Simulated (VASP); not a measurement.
N: single point with PBEsol

Crystal: N.

```
N
1.0
     6.06630    0.00000    0.00000
     0.00000    6.06630    0.00000
     0.00000    0.00000    6.06630
N
8
Cartesian
  0.3177 2.7154 3.3509
  2.7154 3.3509 0.3177
  3.3509 0.3177 2.7154
  5.7486 5.7486 5.7486
  5.7491 3.3503 2.7160
  3.3503 2.7160 5.7491
  2.7160 5.7491 3.3503
  0.3172 0.3172 0.3172
```

| Quantity | Value |
| --- | --- |
| Program | VASP 6.6.1 |
| Task | single point |
| Functional | PBEsol |
| Potentials or basis | VASP PAW PBE potentials, release 64 (N_h) |
| Cutoff | 910 eV |
| k mesh | 5 × 5 × 5 |
| Occupations | fermi-dirac, width 0.05 eV |
| Spin | no spin polarisation |

The pressure is 0.1 GPa and the largest force is 0.211 eV/Å. The band gap on the k mesh is 7.66 eV (least direct gap 7.67 eV).

Forces in eV/Å, atoms in the order of the input:
```
N    0.122 -0.122  0.122
N   -0.122  0.122  0.122
N    0.122  0.122 -0.122
N   -0.122 -0.122 -0.122
N   -0.122  0.122 -0.122
N    0.122 -0.122 -0.122
N   -0.122 -0.122  0.122
N    0.122  0.122  0.122
```

Levels at points of the mesh, in eV from the valence-band top:
```tsv
k point	band 17	band 18	band 19	band 20	band 21	band 22	band 23	band 24
(0.00, 0.00, 0.00)	-0.56	-0.01	-0.01	-0.01	7.66	7.66	7.66	8.26
```

Run time: 2.1 min on 1 thread of Intel(R) Xeon(R) Platinum 8259CL CPU @ 2.50GHz (Skylake/Cascade Lake) (shared host), peak memory 0.53 GiB.

Caveat: the cutoff is under 1.25 times the usual one of these potentials, so pressure, stress and relaxed cells hold a basis-set (Pulay) error; this functional lacks dispersion, which holds the molecules together, so the pressure and a relaxed volume are unreliable; the PAW data sets were made with another functional, which shifts forces and pressure a little; an odd mesh through Γ misses points on the zone boundary, where band edges can lie.
